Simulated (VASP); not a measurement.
Set up this calculation in VASP 6.6.1, as the native input.

| Item | Value |
| --- | --- |
| Task | single point |
| Functional | PBEsol |
| Potentials or basis | VASP PAW PBE potentials, release 64 (Al) |
| Cutoff | 520 eV |
| k mesh | 18 × 18 × 14 |
| Occupations | gaussian, width 0.1 eV |
| Spin | no spin polarisation |
| Dipole correction | no |
| Further INCAR settings | ALGO = Fast; EDIFF = 1e-07; NBANDS = 10 |

The structure of Al lies in POSCAR:

```
Al
1.0
    2.0980426336      2.0980426336      0.0000000000
   -2.0980426336      2.0980426336      0.0000000000
    0.0000000000      0.0000000000      3.8440364959
Al
2
Direct
    0.0000000000      0.0000000000      0.0000000000
    0.5000000000      0.5000000000      0.5000000000
```

This cell differs from its parent crystal: biaxial strain in the a-b plane: +4.5 %, then relaxed in part.

These files were run (other wordings do the same):

INCAR

```
SYSTEM = Al
  ALGO = Fast
  EDIFF = 1E-7
  ENCUT = 520
  GGA = PS
  ISIF = 2
  ISMEAR = 0
  LASPH = .TRUE.
  LCHARG = .FALSE.
  LREAL = .FALSE.
  LWAVE = .FALSE.
  NBANDS = 10
  NELM = 60
  PREC = Accurate
  SIGMA = 0.1
```

KPOINTS

```
k-points
0
G
  18 18 14
  0 0 0
```

Potentials or basis: VASP PAW PBE potentials, release 64 (Al).

The run is started by

```sh
$ cat potpaw_PBE.64/Al/POTCAR > POTCAR
$ mpirun -np 1 vasp_std > vasp.out
```

Results of the run:

```
Pressure               : -2.8 GPa
Band gap on the k mesh : zero (band 3 reaches 14.29 eV, above the bottom of band 4 at 3.38 eV)
```

Caveat: the cell differs from its parent crystal (biaxial strain in the a-b plane: +4.5 %, then relaxed in part); the PAW data sets were made with another functional, which shifts forces and pressure a little.

Wall time 110 s on 1 thread of Intel(R) Xeon(R) Platinum 8259CL CPU @ 2.50GHz (Skylake/Cascade Lake), with other jobs on the host, peak memory 0.23 GiB.
